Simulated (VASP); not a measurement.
# Li (P6_3/mmc) in VASP: further runs

Li is run at these levels: r2SCAN; tasks: single point.

Everything below comes from runs of VASP 6.6.1. Logs are shortened: lines on timing, memory, paths and dates and some standing lists are left out, and cuts for length are marked.

## (1) The cell of the first run

It takes space group P6_3/mmc (No. 194, hexagonal). The conventional cell has a = 3.139 Å, b = 3.139 Å, c = 5.120 Å, α = 90.00°, β = 90.00°, γ = 120.00°. Li (site symmetry -6m2) has 12 Li at 3.14 Å within 4.1 Å.

This isn't the form of Li at room conditions, which is bcc.

## (2) Single point, r2SCAN (21.84 Å³/atom)

Contents of POSCAR:

```
Li
1.0
    3.1388522262      0.0000000000      0.0000000000
   -1.5694261131      2.7183257666      0.0000000000
    0.0000000000      0.0000000000      5.1195124211
Li
2
Direct
    0.3333333333      0.6666666667      0.2500000000
    0.6666666667      0.3333333333      0.7500000000
```

Contents of INCAR.step1:

```
SYSTEM = Li
ALGO = Normal
EDIFF = 1E-4
ENCUT = 520
GGA = PE
ISMEAR = -1
LASPH = .True.
LCHARG = .False.
LREAL = .False.
LWAVE = .True.
NBANDS = 10
NELM = 80
PREC = Accurate
SIGMA = 0.1
```

Contents of INCAR.step2:

```
SYSTEM = Li
ALGO = Normal
EDIFF = 1E-7
ENCUT = 520
ISIF = 2
ISMEAR = -1
ISTART = 1
LASPH = .True.
LCHARG = .False.
LMIXTAU = .True.
LREAL = .False.
LWAVE = .False.
METAGGA = R2SCAN
NBANDS = 10
NELM = 80
PREC = Accurate
SIGMA = 0.1
```

Contents of KPOINTS:

```
k-points
0
Gamma
  13 13 7
  0 0 0
```

Potentials or basis: VASP PAW PBE potentials, release 64 (Li_sv).

Run with:

```bash
> cat potpaw_PBE.64/Li_sv/POTCAR > POTCAR
> cp INCAR.step1 INCAR
> mpirun -np 1 vasp_std > vasp.out
> cp INCAR.step2 INCAR
> mpirun -np 1 vasp_std > vasp.out
```

OUTCAR:

```text
SYSTEM = Li
   EDIFF = 1E-7
   ENCUT = 520
   ISIF = 2
   ISMEAR = -1
   ISTART = 1
   LASPH = .True.
   LREAL = .False.
   METAGGA = R2SCAN
   NELM = 80
   PREC = Accurate

 ion  position               nearest neighbor table
   1  0.333  0.667  0.250-
   2  0.667  0.333  0.750-

  LATTYP: Found a hexagonal cell.
 ALAT       =     3.1388522262
 C/A-ratio  =     1.6310141581

  Lattice vectors:

 A1 = (   3.1388522262,   0.0000000000,   0.0000000000)
 A2 = (  -1.5694261131,   2.7183257666,   0.0000000000)
 A3 = (   0.0000000000,   0.0000000000,   5.1195124211)

Analysis of symmetry for initial positions (statically):
=====================================================================
 Subroutine PRICEL returns:
 Original cell was already a primitive cell.

 Routine SETGRP: Setting up the symmetry group for a
 hexagonal supercell.

 Subroutine GETGRP returns: Found 24 space group operations
 (whereof 12 operations were pure point group operations)
 out of a pool of 24 trial point group operations.

The static configuration has the point symmetry D_3d.
 The point group associated with its full space group is D_6h.

Analysis of symmetry for dynamics (positions and initial velocities):
=====================================================================
 Subroutine PRICEL returns:
 Original cell was already a primitive cell.

 Routine SETGRP: Setting up the symmetry group for a
 hexagonal supercell.

 Subroutine GETGRP returns: Found 24 space group operations
 (whereof 12 operations were pure point group operations)
 out of a pool of 24 trial point group operations.

The dynamic configuration has the point symmetry D_3d.
 The point group associated with its full space group is D_6h.

 Subroutine INISYM returns: Found 24 space group operations
 (whereof 12 operations are pure point group operations),
 and found     1 'primitive' translations

----------------------------------------------------------------------------------------

                                     Primitive cell

  volume of cell :      43.6818

  direct lattice vectors                    reciprocal lattice vectors
     3.138852226  0.000000000  0.000000000     0.318587792  0.183936747  0.000000000
    -1.569426113  2.718325767  0.000000000     0.000000000  0.367873495  0.000000000
     0.000000000  0.000000000  5.119512421     0.000000000  0.000000000  0.195331101

  length of vectors
     3.138852226  3.138852226  5.119512421     0.367873495  0.367873495  0.195331101

  position of ions in fractional coordinates (direct lattice)
     0.333333333  0.666666667  0.250000000
     0.666666667  0.333333333  0.750000000

  ion indices of the primitive-cell ions
   primitive index   ion index
                 1           1
                 2           2

----------------------------------------------------------------------------------------

 KPOINTS: k-points

Automatic generation of k-mesh.
 Grid dimensions read from file:
 generate k-points for:   13   13    7

 Generating k-lattice:

  Cartesian coordinates                     Fractional coordinates (reciprocal lattice)
     0.024506753  0.014148981  0.000000000     0.076923077 -0.000000000  0.000000000
     0.000000000  0.028297961  0.000000000     0.000000000  0.076923077  0.000000000
     0.000000000  0.000000000  0.027904443     0.000000000  0.000000000  0.142857143

  Length of vectors
     0.028297961  0.028297961  0.027904443

  Shift w.r.t. Gamma in fractional coordinates (k-lattice)
     0.000000000  0.000000000  0.000000000

 Subroutine IBZKPT returns following result:
 ===========================================

 Found     84 irreducible k-points:

 Following reciprocal coordinates:
            Coordinates               Weight
  0.000000  0.000000  0.000000      1.000000
  0.076923  0.000000  0.000000      6.000000
  0.153846 -0.000000  0.000000      6.000000
  0.230769  0.000000  0.000000      6.000000
  0.307692 -0.000000  0.000000      6.000000
  0.384615 -0.000000  0.000000      6.000000
[... 16 lines left out ...]
  0.076923  0.000000  0.142857     12.000000
  0.153846 -0.000000  0.142857     12.000000
 [... further k-points ...]
   k-points           NKPTS =     84   k-points in BZ     NKDIM =     84   number of bands    NBANDS=     10
   number of dos      NEDOS =    301   number of ions     NIONS =      2
   total plane-waves  NPLWV =  23040
   dimension x,y,z NGX =    24 NGY =   24 NGZ =   40
   dimension x,y,z NGXF=    48 NGYF=   48 NGZF=   80
   ions per type =               2
   NGX,Y,Z   is equivalent  to a cutoff of  12.71, 12.71, 12.99 a.u.
   NGXF,Y,Z  is equivalent  to a cutoff of  25.42, 25.42, 25.98 a.u.
 SYSTEM =  Li
   PREC   = accura    normal or accurate (medium, high low for compatibility)
   ISTART =      1    job   : 0-new  1-cont  2-samecut
   ICHARG =      0    charge: 1-file 2-atom 10-const
   ISPIN  =      1    spin polarized calculation?
   LNONCOLLINEAR =      F non collinear calculations
   LSORBIT =      F    spin-orbit coupling
   LASPH  =      T    aspherical Exc in radial PAW
   ENCUT  =  520.0 eV  38.22 Ry    6.18 a.u.   5.84  5.84  9.52*2*pi/ulx,y,z
   NELM   =     80;   NELMIN=  2; NELMDL=  0     # of ELM steps
   EDIFF  = 0.1E-06   stopping-criterion for ELM
   LREAL  =      F    real-space projection
   EDIFFG = 0.1E-05   stopping-criterion for IOM
   NSW    =      0    number of steps for IOM
   IBRION =     -1    ionic relax: 0-MD 1-quasi-New 2-CG
   NFREE  =      0    steps in history (QN), initial steepest desc. (CG)
   ISIF   =      2    stress and relaxation
   ISYM   =      2    0-nonsym 1-usesym 2-fastsym
   POTIM  = 0.5000    time-step for ionic-motion
   TEBEG  =    0.0;   TEEND  =   0.0 temperature during run
   PSTRESS=    0.0 pullay stress
   NELECT =       6.0000    total number of electrons
   NUPDOWN=      -1.0000    fix difference up-down
   EMIN   =  10.00;   EMAX   =-10.00  energy-range for DOS
   EFERMI =   0.00;   METHOD = LEGACY
   ISMEAR =    -1;   SIGMA  =   0.10  broadening in eV -4-tet -1-fermi 0-gaus
   EFERMI_NEDOS =   21; number of points for ismear=-14 and -15
   IALGO  =     38    algorithm
   IMIX   =      4    mixing-type and parameters
     AMIX     =   0.40;   BMIX     =  1.00
     AMIX_MAG =   1.60;   BMIX_MAG =  1.00
  volume/ion in A,a.u.               =      21.84       147.39
  Fermi-wavevector in a.u.,A,eV,Ry     =   0.844679  1.596211  9.707516  0.713482
  Thomas-Fermi vector in A             =   1.959746
   LORBIT       =      0    0 simple, 1 ext, 2 COOP (PROOUT), +10 PAW based schemes
   METAGGA = R2SCAN    functional components
   LHFCALC =     F    Hartree Fock is set to
   AEXX    =    0.0000 exact exchange contribution
   IVDW    =     0    specifies the selected vdW correction
   LEPSILON=     F    determine dielectric tensor
   LRPA    =     F    only Hartree local field effects (RPA)
 non-spin polarized calculation
  energy-cutoff  :      520.00
  volume of cell :       43.68
 maximum number of plane-waves:      1189
 NGX is ok and might be reduce to    24
   NGX = 11   NGY = 11   NGZ = 19

 number of electron       5.9999998 magnetization

 Free energy of the ion-electron system (eV)
  ---------------------------------------------------
  ext. energy  EPLUGINS =         0.00000000
  ---------------------------------------------------
  free energy    TOTEN  =        -4.78164803 eV

  energy without entropy =       -4.74890076  energy(sigma->0) =       -4.76527440

 E-fermi :   0.4462     XC(G=0):  -7.2550

 val. band max:        0.4217136234   @ k =   0.1538  -0.0000   0.1429
 cond. band min:       0.4507123941   @ k =   0.4615   0.0000   0.2857
 fundamental gap:      0.0289987707
 Fermi energy:         0.4462271790

 k-point     1 :       0.0000    0.0000    0.0000
  band No.  band energies     occupation
      1     -47.8283      2.00000
      2     -47.8141      2.00000
      3      -3.2867      2.00000
      4       0.4695      0.88435
      5       3.4171      0.00000
      6      13.5826      0.00000
      7      13.5836      0.00000
      8      14.9673      0.00000
      9      14.9683      0.00000
     10      15.8338      0.00000

 k-point     2 :       0.0769    0.0000    0.0000
  band No.  band energies     occupation
      1     -47.8275      2.00000
      2     -47.8138      2.00000
      3      -3.1874      2.00000
      4       0.5968      0.36311
      5       3.4585      0.00000
      6      12.4178      0.00000
      7      12.8115      0.00000
      8      14.9397      0.00000
      9      15.5264      0.00000
     10      15.7129      0.00000

 k-point     3 :       0.1538   -0.0000    0.0000
  band No.  band energies     occupation
      1     -47.8255      2.00000
      2     -47.8129      2.00000
      3      -2.8903      2.00000
      4       0.9791      0.00966
      5       3.5721      0.00000
      6      10.3601      0.00000
      7      11.7230      0.00000
      8      14.8433      0.00000
      9      14.9121      0.00000
     10      15.0691      0.00000

 k-point     4 :       0.2308    0.0000    0.0000
  band No.  band energies     occupation
      1     -47.8226      2.00000
      2     -47.8117      2.00000
      3      -2.3953      2.00000
      4       1.6147      0.00002
      5       3.6970      0.00000
      6       8.3930      0.00000
      7      10.7843      0.00000
      8      12.9734      0.00000
      9      13.0617      0.00000
     10      14.7393      0.00000
[... 222 lines left out ...]
 k-point    22 :       0.0000    0.0000    0.1429
  band No.  band energies     occupation
      1     -47.8275      2.00000
      2     -47.8148      2.00000
      3      -3.1901      2.00000
      4      -0.0391      1.98451
      5       4.1511      0.00000
      6      13.6794      0.00000
      7      13.6805      0.00000
      8      14.4610      0.00000
      9      14.9943      0.00000
     10      14.9952      0.00000

 k-point    23 :       0.0769    0.0000    0.1429
  band No.  band energies     occupation
      1     -47.8268      2.00000
      2     -47.8145      2.00000
      3      -3.0910      2.00000
      4       0.0769      1.95145
      5       4.2033      0.00000
      6      12.5049      0.00000
      7      12.9190      0.00000
      8      14.3431      0.00000
      9      15.2055      0.00000
     10      15.4132      0.00000

 k-point    24 :       0.1538   -0.0000    0.1429
  band No.  band energies     occupation
      1     -47.8249      2.00000
      2     -47.8135      2.00000
      3      -2.7937      2.00000
      4       0.4217      1.12196
      5       4.3504      0.00000
      6      10.4462      0.00000
      7      11.8370      0.00000
      8      14.0094      0.00000
      9      14.3227      0.00000
     10      15.2038      0.00000

 [... further k-points ...]
[... 5 lines left out ...]
  --------------------------------------------------------------------------------------
  -------------------------------------------------------------------------------------
  Total       -0.1996749     -0.1996749     -0.1123530      0.0000000     -0.0000000      0.0000000
  in kB       -7.3237437     -7.3237437     -4.1209201      0.0000000     -0.0000000      0.0000000
  external PRESSURE =      -6.2561359 kB  Pullay stress =       0.0000000 kB

 VOLUME and BASIS-vectors are now :
 -----------------------------------------------------------------------------
  energy-cutoff  :      520.00
  volume of cell :       43.68
      direct lattice vectors                 reciprocal lattice vectors
     3.138852226  0.000000000  0.000000000     0.318587792  0.183936747  0.000000000
    -1.569426113  2.718325767  0.000000000     0.000000000  0.367873495  0.000000000
     0.000000000  0.000000000  5.119512421     0.000000000  0.000000000  0.195331101

 POSITION                                       TOTAL-FORCE (eV/Angst)
 -----------------------------------------------------------------------------------
     -0.00000      1.81222      1.27988        -0.000000     -0.000000      0.000000
      1.56943      0.90611      3.83963         0.000000      0.000000      0.000000
 -----------------------------------------------------------------------------------
    total drift:                               -0.000000      0.000000      0.000000

  FREE ENERGIE OF THE ION-ELECTRON SYSTEM (eV)
  ---------------------------------------------------
  free  energy   TOTEN  =        -4.7816480311 eV

  energy  without entropy=       -4.7489007607  energy(sigma->0) =       -4.76527440
```

Run time: 7.6 min. Hardware: 1 thread of Intel Xeon 8259CL, shared host; peak memory 0.14 GiB.

What came out:

* Free energy: -4.7816 eV
* Band gap on the k mesh: zero (bands 3 and 4 overlap by 3.90 eV)

Caveat: the cutoff is under 1.25 times the usual one of these potentials, so pressure, stress and relaxed cells hold a basis-set (Pulay) error; the PAW data sets were made with another functional, which shifts forces and pressure a little.

## (3) Single point, r2SCAN (22.68 Å³/atom)

This run uses another cell than the first one, of 22.68 Å³/atom.

Contents of POSCAR:

```
Li
1.0
    3.1785887513      0.0000000000      0.0000000000
   -1.5892943756      2.7527386068      0.0000000000
    0.0000000000      0.0000000000      5.1843232561
Li
2
Direct
    0.3333333333      0.6666666667      0.2500000000
    0.6666666667      0.3333333333      0.7500000000
```

Contents of INCAR.step1:

```
SYSTEM = Li
ALGO = Normal
EDIFF = 1E-4
ENCUT = 520
GGA = PE
ISMEAR = -1
LASPH = .TRUE.
LCHARG = .FALSE.
LREAL = .FALSE.
LWAVE = .TRUE.
NBANDS = 10
NELM = 60
PREC = Accurate
SIGMA = 0.1
```

Contents of INCAR.step2:

```
SYSTEM = Li
ALGO = Normal
EDIFF = 1E-6
ENCUT = 520
ISIF = 2
ISMEAR = -1
ISTART = 1
LASPH = .TRUE.
LCHARG = .FALSE.
LMIXTAU = .TRUE.
LREAL = .FALSE.
LWAVE = .FALSE.
METAGGA = R2SCAN
NBANDS = 10
NELM = 60
PREC = Accurate
SIGMA = 0.1
```

Contents of KPOINTS:

```
k-points
0
G
  13 13 7
  0 0 0
```

Potentials or basis: VASP PAW PBE potentials, release 64 (Li_sv).

Run with:

```bash
> cat potpaw_PBE.64/Li_sv/POTCAR > POTCAR
> cp INCAR.step1 INCAR
> mpirun -np 1 vasp_std > vasp.out
> cp INCAR.step2 INCAR
> mpirun -np 1 vasp_std > vasp.out
```

OUTCAR:

```text
SYSTEM = Li
   EDIFF = 1E-6
   ENCUT = 520
   ISIF = 2
   ISMEAR = -1
   ISTART = 1
   LASPH = .TRUE.
   LREAL = .FALSE.
   METAGGA = R2SCAN
   NELM = 60
   PREC = Accurate

 ion  position               nearest neighbor table
   1  0.333  0.667  0.250-
   2  0.667  0.333  0.750-

  LATTYP: Found a hexagonal cell.
 ALAT       =     3.1785887513
 C/A-ratio  =     1.6310141581

  Lattice vectors:

 A1 = (   3.1785887513,   0.0000000000,   0.0000000000)
 A2 = (  -1.5892943756,   2.7527386068,   0.0000000000)
[... 490 lines left out ...]
      5       4.1520      0.00000
      6      10.1097      0.00000
      7      11.4703      0.00000
      8      13.5940      0.00000
      9      13.8915      0.00000
     10      14.7442      0.00000

 [... further k-points ...]
[... 5 lines left out ...]
  --------------------------------------------------------------------------------------
  -------------------------------------------------------------------------------------
  Total       -0.3380514     -0.3380514     -0.3962225     -0.0000000     -0.0000000      0.0000000
  in kB      -11.9399332    -11.9399332    -13.9945320     -0.0000000     -0.0000000      0.0000000
  external PRESSURE =     -12.6247995 kB  Pullay stress =       0.0000000 kB

 VOLUME and BASIS-vectors are now :
 -----------------------------------------------------------------------------
  energy-cutoff  :      520.00
  volume of cell :       45.36
      direct lattice vectors                 reciprocal lattice vectors
     3.178588751  0.000000000  0.000000000     0.314605027  0.181637297  0.000000000
    -1.589294376  2.752738607  0.000000000     0.000000000  0.363274594  0.000000000
     0.000000000  0.000000000  5.184323256     0.000000000  0.000000000  0.192889207

 POSITION                                       TOTAL-FORCE (eV/Angst)
 -----------------------------------------------------------------------------------
     -0.00000      1.83516      1.29608        -0.000000      0.000000      0.000000
      1.58929      0.91758      3.88824         0.000000      0.000000      0.000000
 -----------------------------------------------------------------------------------
    total drift:                               -0.000000      0.000000      0.000000

  FREE ENERGIE OF THE ION-ELECTRON SYSTEM (eV)
  ---------------------------------------------------
  free  energy   TOTEN  =        -4.7730979819 eV

  energy  without entropy=       -4.7400017675  energy(sigma->0) =       -4.75654987
```

OSZICAR.step1:

```text
N       E                     dE             d eps       ncg     rms          rms(c)
DAV:   1     0.177244114214E+02    0.17724E+02   -0.32295E+03  1680   0.559E+02
DAV:   2    -0.521454264993E+00   -0.18246E+02   -0.17817E+02  2070   0.111E+02
DAV:   3    -0.374912613131E+01   -0.32277E+01   -0.32059E+01  2878   0.335E+01
DAV:   4    -0.380970795592E+01   -0.60582E-01   -0.60511E-01  2172   0.526E+00
DAV:   5    -0.381042014869E+01   -0.71219E-03   -0.71210E-03  2324   0.545E-01    0.410E-01
DAV:   6    -0.380795612734E+01    0.24640E-02   -0.56396E-04  2842   0.132E-01    0.233E-01
DAV:   7    -0.380672076483E+01    0.12354E-02   -0.12584E-03  3276   0.174E-01    0.344E-02
DAV:   8    -0.380672604410E+01   -0.52793E-05   -0.25478E-05  1242   0.487E-02
   1 F= -.38067260E+01 E0= -.37892521E+01  d E =-.349478E-01
```

Run time: 6.4 min. Hardware: 1 thread of Intel Xeon 8259CL, shared host; peak memory 0.14 GiB.

Results:

```yaml
Free_energy: -4.7731 eV
Band_gap_on_the_k_mesh: zero (bands 3 and 4 overlap by 3.83 eV)
```

Caveat: the cutoff is under 1.25 times the usual one of these potentials, so pressure, stress and relaxed cells hold a basis-set (Pulay) error; the PAW data sets were made with another functional, which shifts forces and pressure a little.

## (4) Single point, r2SCAN (23.52 Å³/atom)

This run uses another cell than the first one, of 23.52 Å³/atom.

Contents of POSCAR:

```
Li
1.0
    3.2173558494      0.0000000000      0.0000000000
   -1.6086779247      2.7863118986      0.0000000000
    0.0000000000      0.0000000000      5.2475529420
Li
2
Direct
    0.3333333333      0.6666666667      0.2500000000
    0.6666666667      0.3333333333      0.7500000000
```

Contents of INCAR.step1:

```
ALGO = Normal
EDIFF = 1E-4
ENCUT = 520
GGA = PE
ISMEAR = -1
LASPH = True
LCHARG = False
LREAL = False
LWAVE = True
NBANDS = 10
NELM = 80
PREC = Accurate
SIGMA = 0.1
```

Contents of INCAR.step2:

```
ALGO = Normal
EDIFF = 1E-6
ENCUT = 520
ISIF = 2
ISMEAR = -1
ISTART = 1
LASPH = True
LCHARG = True
LELF = True
LMIXTAU = True
LREAL = False
LVHAR = True
LWAVE = False
METAGGA = R2SCAN
NBANDS = 10
NELM = 80
PREC = Accurate
SIGMA = 0.1
```

Contents of KPOINTS:

```
k-points
0
Gamma
  13 13 7
```

Run with:

```bash
> cat potpaw_PBE.64/Li_sv/POTCAR > POTCAR
> cp INCAR.step1 INCAR
> mpirun -np 1 vasp_std > vasp.out
> cp INCAR.step2 INCAR
> mpirun -np 1 vasp_std > vasp.out
```

It took 9.9 min on 1 thread of Intel Xeon 8259CL, shared host; peak memory 0.15 GiB.

It converged, with:

| Property | Result |
| --- | --- |
| Free energy | -4.7602 eV |
| Band gap on the k mesh | zero (bands 3 and 4 overlap by 3.77 eV) |

Levels at points of the mesh, in eV from the Fermi level:
| k point | band 1 | band 2 | band 3 | band 4 | band 5 | band 6 | band 7 | band 8 |
| --- | --- | --- | --- | --- | --- | --- | --- | --- |
| (0.00, 0.00, 0.00) | -48.44 | -48.43 | -3.62 | 0.05 | 2.76 | 12.50 | 12.50 | 13.83 |

Caveat: the cutoff is under 1.25 times the usual one of these potentials, so pressure, stress and relaxed cells hold a basis-set (Pulay) error; the PAW data sets were made with another functional, which shifts forces and pressure a little.

[end of part 1 of 2]

The gap in the log of VASP goes by the Fermi energy; the results here count the filled bands.